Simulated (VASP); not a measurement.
The system is Ge4BC3.

```
Ge B C
1.0
     6.87000    0.00000    0.00000
     0.00000    5.97000    0.00000
     0.00000    0.00000    5.71000
Ge B C
8 2 6
Direct
  0.75000 0.33000 0.37500
  0.25000 0.33000 0.37500
  0.50000 0.17000 0.87500
  0.00000 0.17000 0.87500
  0.00000 0.83000 0.37500
  0.50000 0.83000 0.37500
  0.25000 0.67000 0.87500
  0.75000 0.67000 0.87500
  0.50000 0.17000 0.50000
  0.00000 0.83000 0.00000
  0.50000 0.85000 0.00000
  0.75000 0.33000 0.00000
  0.25000 0.33000 0.00000
  0.00000 0.15000 0.50000
  0.75000 0.67000 0.50000
  0.25000 0.67000 0.50000
```

* Program: VASP 6.6.1
* Task: relaxation of cell and atoms
* Functional: PBE
* Potentials or basis: VASP PAW PBE potentials, release 64 (Ge_d, B, C)
* Cutoff: 600 eV
* k mesh: 3 × 3 × 3
* Occupations: gaussian, width 0.2 eV
* Spin: no spin polarisation

At the start: pressure -15.2 GPa; volume 14.64 Å³/atom.

Q: Where does the relaxation end?

A: Over 8 steps the energy falls by 122.4 meV/atom and the volume is 12.73 Å³/atom (-13.1 %); space group Pmn2_1 (No. 31, to 0.1 Å) before and after.

Step by step:
```csv
step,energy change (eV),largest force (eV/Å),pressure (GPa),volume (Å³)
1,0.0000,1.2737,-15.16,234.19
2,-1.3942,0.6671,12.03,190.31
3,-1.8091,0.9623,0.86,202.84
4,-1.9220,0.2930,0.42,203.24
5,-1.9266,0.3279,0.31,203.34
6,-1.9489,0.1699,-0.38,204.13
7,-1.9500,0.2044,-0.38,204.32
8,-1.9583,0.0769,-0.05,203.62
```

Final structure:
```
CELL_PARAMETERS angstrom
6.51517 0.00000 0.00000
0.00000 5.72441 0.00000
0.00000 0.00000 5.45974
ATOMIC_POSITIONS crystal
Ge 0.75266 0.33650 0.36947
Ge 0.24734 0.33650 0.36947
Ge 0.50000 0.16499 0.87963
Ge 0.00000 0.17373 0.87241
Ge 0.00000 0.83501 0.37964
Ge 0.50000 0.82627 0.37241
Ge 0.25266 0.66350 0.86947
Ge 0.74734 0.66350 0.86947
B 0.50000 0.16247 0.50327
B 0.00000 0.83753 0.00327
C 0.50000 0.83085 0.00254
C 0.75040 0.33784 0.00160
C 0.24960 0.33784 0.00160
C 0.00000 0.16915 0.50254
C 0.74960 0.66216 0.50160
C 0.25040 0.66216 0.50160
```

Caveat: the k points lie up to 0.38 Å⁻¹ apart in the final cell, too coarse for converged energies and pressures of a metal; the relaxation stopped at a loose force limit of 0.08 eV/Å, so its end isn't a converged minimum.
